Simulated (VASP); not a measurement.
# CaSe (F-43m) in VASP: notebook

The runs below take CaSe through single point, with PBE, PBE+D3(BJ).

Program: VASP 6.6.1. These are calculated values, not measurements. Logs are shortened: lines on timing, memory, paths and dates and some standing lists are left out, and cuts for length are marked.

## Step 1: The cell of the first run

The structure is cubic, space group F-43m (No. 216). Conventional cell: a = 6.600 Å, b = 6.600 Å, c = 6.600 Å, α = 90.00°, β = 90.00°, γ = 90.00°. Within 3.8 Å of Ca (site symmetry -43m) lie 4 Se at 2.86 Å. Within 3.8 Å of Se (site symmetry -43m) lie 4 Ca at 2.86 Å.

## Step 2: Single point, PBE

Contents of INCAR:

```
SYSTEM = CaSe
PREC = Accurate
ENCUT = 500
EDIFF = 1E-6
ISMEAR = 0
SIGMA = 0.1
LREAL = .False.
LASPH = .True.
NELM = 120
ALGO = Normal
ISIF = 2
LWAVE = .False.
LCHARG = .False.
GGA = PE
NBANDS = 15
GGA_COMPAT = .False.
```

Contents of KPOINTS:

```
Automatic mesh
0
Gamma
  2 2 2
  0 0 0
```

Contents of POSCAR:

```
CaSe
1.0
    0.0000000000      3.3000000000      3.3000000000
    3.3000000000      0.0000000000      3.3000000000
    3.3000000000      3.3000000000      0.0000000000
Ca Se
1 1
Direct
    0.0000000000      0.0000000000      0.0000000000
    0.7500000000      0.7500000000      0.7500000000
```

Potentials or basis: VASP PAW PBE potentials, release 64 (Ca_sv, Se).

Command:

```sh
cat potpaw_PBE.64/Ca_sv/POTCAR potpaw_PBE.64/Se/POTCAR > POTCAR
mpirun -np 1 vasp_std > vasp.out
```

OUTCAR:

```text
SYSTEM = CaSe
   PREC = Accurate
   ENCUT = 500
   EDIFF = 1E-6
   ISMEAR = 0
   LREAL = .False.
   LASPH = .True.
   NELM = 120
   ISIF = 2
   GGA = PE

 ion  position               nearest neighbor table
   1  0.000  0.000  0.000-   2 2.86   2 2.86   2 2.86   2 2.86
   2  0.750  0.750  0.750-   1 2.86   1 2.86   1 2.86   1 2.86

  LATTYP: Found a face centered cubic cell.
 ALAT       =     6.6000000000

  Lattice vectors:

 A1 = (   0.0000000000,   3.3000000000,   3.3000000000)
 A2 = (   3.3000000000,   0.0000000000,   3.3000000000)
 A3 = (   3.3000000000,   3.3000000000,   0.0000000000)

Analysis of symmetry for initial positions (statically):
=====================================================================
 Subroutine PRICEL returns:
 Original cell was already a primitive cell.

 Routine SETGRP: Setting up the symmetry group for a
 face centered cubic supercell.

 Subroutine GETGRP returns: Found 24 space group operations
 (whereof 24 operations were pure point group operations)
 out of a pool of 48 trial point group operations.

The static configuration has the point symmetry T_d .

Analysis of symmetry for dynamics (positions and initial velocities):
=====================================================================
 Subroutine PRICEL returns:
 Original cell was already a primitive cell.

 Routine SETGRP: Setting up the symmetry group for a
 face centered cubic supercell.

 Subroutine GETGRP returns: Found 24 space group operations
 (whereof 24 operations were pure point group operations)
 out of a pool of 48 trial point group operations.

The dynamic configuration has the point symmetry T_d .

 Subroutine INISYM returns: Found 24 space group operations
 (whereof 24 operations are pure point group operations),
 and found     1 'primitive' translations

----------------------------------------------------------------------------------------

                                     Primitive cell

  volume of cell :      71.8740

  direct lattice vectors                    reciprocal lattice vectors
     0.000000000  3.300000000  3.300000000    -0.151515152  0.151515152  0.151515152
     3.300000000  0.000000000  3.300000000     0.151515152 -0.151515152  0.151515152
     3.300000000  3.300000000  0.000000000     0.151515152  0.151515152 -0.151515152

  length of vectors
     4.666904756  4.666904756  4.666904756     0.262431941  0.262431941  0.262431941

  position of ions in fractional coordinates (direct lattice)
     0.000000000  0.000000000  0.000000000
     0.750000000  0.750000000  0.750000000

  ion indices of the primitive-cell ions
   primitive index   ion index
                 1           1
                 2           2

----------------------------------------------------------------------------------------

 KPOINTS: Automatic mesh

Automatic generation of k-mesh.
 Grid dimensions read from file:
 generate k-points for:    2    2    2

 Generating k-lattice:

  Cartesian coordinates                     Fractional coordinates (reciprocal lattice)
    -0.075757576  0.075757576  0.075757576     0.500000000  0.000000000  0.000000000
     0.075757576 -0.075757576  0.075757576     0.000000000  0.500000000  0.000000000
     0.075757576  0.075757576 -0.075757576     0.000000000  0.000000000  0.500000000

  Length of vectors
     0.131215970  0.131215970  0.131215970

  Shift w.r.t. Gamma in fractional coordinates (k-lattice)
     0.000000000  0.000000000  0.000000000

 Subroutine IBZKPT returns following result:
 ===========================================

 Found      3 irreducible k-points:

 Following reciprocal coordinates:
            Coordinates               Weight
  0.000000  0.000000  0.000000      1.000000
  0.500000  0.000000  0.000000      4.000000
  0.500000  0.500000  0.000000      3.000000
   k-points           NKPTS =      3   k-points in BZ     NKDIM =      3   number of bands    NBANDS=     15
   number of dos      NEDOS =    301   number of ions     NIONS =      2
   total plane-waves  NPLWV =  46656
   dimension x,y,z NGX =    36 NGY =   36 NGZ =   36
   dimension x,y,z NGXF=    72 NGYF=   72 NGZF=   72
   ions per type =               1   1
   NGX,Y,Z   is equivalent  to a cutoff of  12.82, 12.82, 12.82 a.u.
   NGXF,Y,Z  is equivalent  to a cutoff of  25.65, 25.65, 25.65 a.u.
 SYSTEM =  CaSe
   PREC   = accura    normal or accurate (medium, high low for compatibility)
   ISTART =      0    job   : 0-new  1-cont  2-samecut
   ICHARG =      2    charge: 1-file 2-atom 10-const
   ISPIN  =      1    spin polarized calculation?
   LNONCOLLINEAR =      F non collinear calculations
   LSORBIT =      F    spin-orbit coupling
   LASPH  =      T    aspherical Exc in radial PAW
   ENCUT  =  500.0 eV  36.75 Ry    6.06 a.u.   8.51  8.51  8.51*2*pi/ulx,y,z
   NELM   =    120;   NELMIN=  2; NELMDL= -5     # of ELM steps
   EDIFF  = 0.1E-05   stopping-criterion for ELM
   LREAL  =      F    real-space projection
   EDIFFG = 0.1E-04   stopping-criterion for IOM
   NSW    =      0    number of steps for IOM
   IBRION =     -1    ionic relax: 0-MD 1-quasi-New 2-CG
   NFREE  =      0    steps in history (QN), initial steepest desc. (CG)
   ISIF   =      2    stress and relaxation
   ISYM   =      2    0-nonsym 1-usesym 2-fastsym
   POTIM  = 0.5000    time-step for ionic-motion
   TEBEG  =    0.0;   TEEND  =   0.0 temperature during run
   PSTRESS=    0.0 pullay stress
   NELECT =      16.0000    total number of electrons
   NUPDOWN=      -1.0000    fix difference up-down
   EMIN   =  10.00;   EMAX   =-10.00  energy-range for DOS
   EFERMI =   0.00;   METHOD = LEGACY
   ISMEAR =     0;   SIGMA  =   0.10  broadening in eV -4-tet -1-fermi 0-gaus
   EFERMI_NEDOS =   21; number of points for ismear=-14 and -15
   IALGO  =     38    algorithm
   IMIX   =      4    mixing-type and parameters
     AMIX     =   0.40;   BMIX     =  1.00
     AMIX_MAG =   1.60;   BMIX_MAG =  1.00
  volume/ion in A,a.u.               =      35.94       242.51
  Fermi-wavevector in a.u.,A,eV,Ry     =   0.992181  1.874950 13.393889  0.984423
  Thomas-Fermi vector in A             =   2.123975
   LORBIT       =      0    0 simple, 1 ext, 2 COOP (PROOUT), +10 PAW based schemes
   GGA     = PE    functional components
   LHFCALC =     F    Hartree Fock is set to
   AEXX    =    0.0000 exact exchange contribution
   IVDW    =     0    specifies the selected vdW correction
   LEPSILON=     F    determine dielectric tensor
   LRPA    =     F    only Hartree local field effects (RPA)
 non-spin polarized calculation
 Gauss-broadening in eV      SIGMA  =   0.10
  energy-cutoff  :      500.00
  volume of cell :       71.87
 maximum number of plane-waves:      1850
 NGX is ok and might be reduce to    36
   NGX = 17   NGY = 17   NGZ = 17

 number of electron      16.0000001 magnetization

 Free energy of the ion-electron system (eV)
  ---------------------------------------------------
  ext. energy  EPLUGINS =         0.00000000
  ---------------------------------------------------
  free energy    TOTEN  =        -8.76286451 eV

  energy without entropy =       -8.76286451  energy(sigma->0) =       -8.76286451

 E-fermi :   0.1857     XC(G=0):  -7.4769

 val. band max:       -0.2799061447   @ k =   0.5000   0.0000   0.0000
 cond. band min:       2.8710765498   @ k =   0.0000   0.0000   0.0000
 fundamental gap:      3.1509826945
 Fermi energy:         0.1857341080

 k-point     1 :       0.0000    0.0000    0.0000
  band No.  band energies     occupation
      1     -39.4188      2.00000
      2     -20.4365      2.00000
      3     -20.4365      2.00000
      4     -20.4365      2.00000
      5     -10.5389      2.00000
      6      -0.3559      2.00000
      7      -0.3559      2.00000
      8      -0.3559      2.00000
      9       2.8711      0.00000
     10       5.0293      0.00000
     11       5.0293      0.00000
     12       7.0075      0.00000
     13       7.0075      0.00000
     14       7.0075      0.00000
     15       8.6895      0.00000

 k-point     2 :       0.5000    0.0000    0.0000
  band No.  band energies     occupation
      1     -39.4172      2.00000
      2     -20.4772      2.00000
      3     -20.4416      2.00000
      4     -20.4416      2.00000
      5     -10.2898      2.00000
      6      -1.4728      2.00000
      7      -0.2799      2.00000
      8      -0.2799      2.00000
      9       4.7512      0.00000
     10       5.1470      0.00000
     11       5.1470      0.00000
     12       5.4743      0.00000
     13       5.9952      0.00000
     14       5.9952      0.00000
     15       8.5111      0.00000

 k-point     3 :       0.5000    0.5000    0.0000
  band No.  band energies     occupation
      1     -39.4167      2.00000
      2     -20.4795      2.00000
      3     -20.4486      2.00000
      4     -20.4486      2.00000
      5     -10.2094      2.00000
      6      -1.4959      2.00000
      7      -0.3055      2.00000
      8      -0.3055      2.00000
      9       3.2491      0.00000
     10       4.6418      0.00000
     11       5.7387      0.00000
     12       5.7387      0.00000
     13       5.7630      0.00000
     14       7.6072      0.00000
     15       8.9113      0.00000

------------------------ aborting loop because EDIFF is reached ----------------------------------------

  FORCE on cell =-STRESS in cart. coord.  units (eV):
  Direction    XX          YY          ZZ          XY          YZ          ZX
  --------------------------------------------------------------------------------------
  -------------------------------------------------------------------------------------
  Total        0.1922819      0.1922819      0.1922819      0.0000000      0.0000000      0.0000000
  in kB        4.2862458      4.2862458      4.2862458      0.0000000      0.0000000      0.0000000
  external PRESSURE =       4.2862458 kB  Pullay stress =       0.0000000 kB

 VOLUME and BASIS-vectors are now :
 -----------------------------------------------------------------------------
  energy-cutoff  :      500.00
  volume of cell :       71.87
      direct lattice vectors                 reciprocal lattice vectors
     0.000000000  3.300000000  3.300000000    -0.151515152  0.151515152  0.151515152
     3.300000000  0.000000000  3.300000000     0.151515152 -0.151515152  0.151515152
     3.300000000  3.300000000  0.000000000     0.151515152  0.151515152 -0.151515152

 POSITION                                       TOTAL-FORCE (eV/Angst)
 -----------------------------------------------------------------------------------
      0.00000      0.00000      0.00000        -0.000000     -0.000000     -0.000000
      4.95000      4.95000      4.95000         0.000000      0.000000      0.000000
 -----------------------------------------------------------------------------------
    total drift:                               -0.000000     -0.000000     -0.000000

  FREE ENERGIE OF THE ION-ELECTRON SYSTEM (eV)
  ---------------------------------------------------
  free  energy   TOTEN  =        -8.7628645069 eV

  energy  without entropy=       -8.7628645069  energy(sigma->0) =       -8.76286451
```

It took 4.2 s on 1 thread of Intel Xeon Platinum 8481C at 2.70GHz (Sapphire Rapids), shared host; peak memory 0.19 GiB.

What came out:

```yaml
Free_energy: -8.7629 eV
Pressure: 0.4 GPa
Band_gap_on_the_k_mesh: 3.15 eV, indirect (least direct gap 3.23 eV)
```

Levels at points of the mesh, in eV from the valence-band top:
| k point | band 4 | band 5 | band 6 | band 7 | band 8 | band 9 | band 10 | band 11 | band 12 | band 13 |
| --- | --- | --- | --- | --- | --- | --- | --- | --- | --- | --- |
| (0.00, 0.00, 0.00) | -20.16 | -10.26 | -0.08 | -0.08 | -0.08 | 3.15 | 5.31 | 5.31 | 7.29 | 7.29 |
| (0.50, 0.00, 0.00) | -20.16 | -10.01 | -1.19 | 0.00 | 0.00 | 5.03 | 5.43 | 5.43 | 5.75 | 6.28 |
| (0.50, 0.50, 0.00) | -20.17 | -9.93 | -1.22 | -0.03 | -0.03 | 3.53 | 4.92 | 6.02 | 6.02 | 6.04 |

Caveat: the k points lie up to 0.82 Å⁻¹ apart. A k mesh can miss the band edges.

## Step 3: Single point, PBE

Contents of INCAR:

```
PREC = Accurate
ENCUT = 500
EDIFF = 1E-6
ISMEAR = 0
SIGMA = 0.1
LREAL = F
LASPH = T
NELM = 120
ALGO = Normal
ISIF = 2
LWAVE = F
LCHARG = F
GGA = PE
NBANDS = 15
GGA_COMPAT = F
```

Contents of KPOINTS:

```
regular mesh
0
Gamma
  2 2 2
```

POSCAR is that of step 2.

Potentials or basis: VASP PAW PBE potentials, release 64 (Ca_sv, Se).

Command:

```sh
cat potpaw_PBE.64/Ca_sv/POTCAR potpaw_PBE.64/Se/POTCAR > POTCAR
mpirun -np 1 vasp_std > vasp.out
```

OUTCAR:

```text
PREC = Accurate
   ENCUT = 500
   EDIFF = 1E-6
   ISMEAR = 0
   LREAL = F
   LASPH = T
   NELM = 120
   ISIF = 2
   GGA = PE

 ion  position               nearest neighbor table
   1  0.000  0.000  0.000-   2 2.86   2 2.86   2 2.86   2 2.86
   2  0.750  0.750  0.750-   1 2.86   1 2.86   1 2.86   1 2.86

  LATTYP: Found a face centered cubic cell.
 ALAT       =     6.6000000000

  Lattice vectors:

 A1 = (   0.0000000000,   3.3000000000,   3.3000000000)
[... 217 lines left out ...]
------------------------ aborting loop because EDIFF is reached ----------------------------------------

  FORCE on cell =-STRESS in cart. coord.  units (eV):
  Direction    XX          YY          ZZ          XY          YZ          ZX
  --------------------------------------------------------------------------------------
  -------------------------------------------------------------------------------------
  Total        0.1922819      0.1922819      0.1922819      0.0000000      0.0000000      0.0000000
  in kB        4.2862458      4.2862458      4.2862458      0.0000000      0.0000000      0.0000000
  external PRESSURE =       4.2862458 kB  Pullay stress =       0.0000000 kB

 VOLUME and BASIS-vectors are now :
 -----------------------------------------------------------------------------
  energy-cutoff  :      500.00
  volume of cell :       71.87
      direct lattice vectors                 reciprocal lattice vectors
     0.000000000  3.300000000  3.300000000    -0.151515152  0.151515152  0.151515152
     3.300000000  0.000000000  3.300000000     0.151515152 -0.151515152  0.151515152
     3.300000000  3.300000000  0.000000000     0.151515152  0.151515152 -0.151515152

 POSITION                                       TOTAL-FORCE (eV/Angst)
 -----------------------------------------------------------------------------------
      0.00000      0.00000      0.00000        -0.000000     -0.000000     -0.000000
      4.95000      4.95000      4.95000         0.000000      0.000000      0.000000
 -----------------------------------------------------------------------------------
    total drift:                               -0.000000     -0.000000     -0.000000

  FREE ENERGIE OF THE ION-ELECTRON SYSTEM (eV)
  ---------------------------------------------------
  free  energy   TOTEN  =        -8.7628645069 eV

  energy  without entropy=       -8.7628645069  energy(sigma->0) =       -8.76286451
```

stdout:

```text
POSCAR found type information on POSCAR CaSe
 POSCAR found :  2 types and       2 ions
 scaLAPACK will be used
 LDA part: xc-table for (Slater+PW92), standard interpolation
 POSCAR, INCAR and KPOINTS ok, starting setup
 FFT: planning ... GRIDC
 FFT: planning ... GRID_SOFT
 FFT: planning ... GRID
 WAVECAR not read
 entering main loop
```

It took 4.2 s on 1 thread of Intel Xeon Platinum 8481C at 2.70GHz (Sapphire Rapids), shared host; peak memory 0.19 GiB.

What came out:

- Free energy: -8.7629 eV
- Pressure: 0.4 GPa
- Band gap on the k mesh: 3.15 eV, indirect (least direct gap 3.23 eV)

Levels at points of the mesh, in eV from the valence-band top:
```
           k point  band 5  band 6  band 7  band 8  band 9  band 10  band 11  band 12
(0.00, 0.00, 0.00)  -10.26   -0.08   -0.08   -0.08    3.15     5.31     5.31     7.29
(0.50, 0.00, 0.00)  -10.01   -1.19    0.00    0.00    5.03     5.43     5.43     5.75
(0.50, 0.50, 0.00)   -9.93   -1.22   -0.03   -0.03    3.53     4.92     6.02     6.02
```

Caveat: the k points lie up to 0.82 Å⁻¹ apart. A k mesh can miss the band edges.

## Step 4: Single point, PBE+D3(BJ)

Contents of INCAR:

```
SYSTEM = CaSe
  PREC = Accurate
  ENCUT = 500
  EDIFF = 1E-6
  ISMEAR = 0
  SIGMA = 0.1
  LREAL = .False.
  LASPH = .True.
  NELM = 120
  ALGO = Normal
  ISIF = 2
  LWAVE = .False.
  LCHARG = .False.
  GGA = PE
  IVDW = 12
  NBANDS = 15
  GGA_COMPAT = .False.
```

Contents of KPOINTS:

```
regular mesh
0
Gamma
  3 3 3
  0 0 0
```

POSCAR is that of step 3.

Command:

```sh
cat potpaw_PBE.64/Ca_sv/POTCAR potpaw_PBE.64/Se/POTCAR > POTCAR
mpirun -np 1 vasp_std > vasp.out
```

Run time: 4.5 s. Hardware: 1 thread of Intel Xeon Platinum 8481C at 2.70GHz (Sapphire Rapids), shared host; peak memory 0.2 GiB.

It converged, with:

```yaml
Free_energy: -9.4458 eV
Pressure: -1.3 GPa
Band_gap_on_the_k_mesh: 3.15 eV, indirect (least direct gap 3.23 eV)
Dispersion_energy_per_atom: -0.244 eV
```

Levels at points of the mesh, in eV from the valence-band top:
```
           k point  band 5  band 6  band 7  band 8  band 9  band 10  band 11  band 12
(0.00, 0.00, 0.00)  -10.30   -0.08   -0.08   -0.08    3.15     5.34     5.34     7.30
```

Caveat: the k points lie up to 0.55 Å⁻¹ apart. A k mesh can miss the band edges.
